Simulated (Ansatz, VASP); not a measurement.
One calculation of SiC, two programs

```
Si C
1.0
     0.00000    2.17900    2.17900
     2.17900    0.00000    2.17900
     2.17900    2.17900    0.00000
Si C
1 1
Direct
  0.00000 0.00000 0.00000
  0.75000 0.75000 0.75000
```

Alike in both runs: task relaxation of cell and atoms; functional r2SCAN; k mesh 18 × 18 × 18; occupations fermi-dirac, width 0.1 eV; no spin polarisation.

```csv
,VASP,Ansatz
version,VASP 6.6.1,Ansatz 0.2.0
potentials or method,"VASP PAW PBE potentials, release 64 (Si, C)","PAW with Ansatz's default frozen-core files, scalar-relativistic"
plane-wave cutoff (eV),600,500
valence electrons in the cell,8,8
```

VASP gave:

- relaxed volume (Å³/atom): 10.32
- relaxed cell length with the largest relative difference (Å): 3.079

Task: Estimate Ansatz's values.

Result: Relaxed volume (Å³/atom): 10.33; relaxed cell length with the largest relative difference (Å): 3.080.

VASP's potentials were made for PBE, not for r2SCAN.
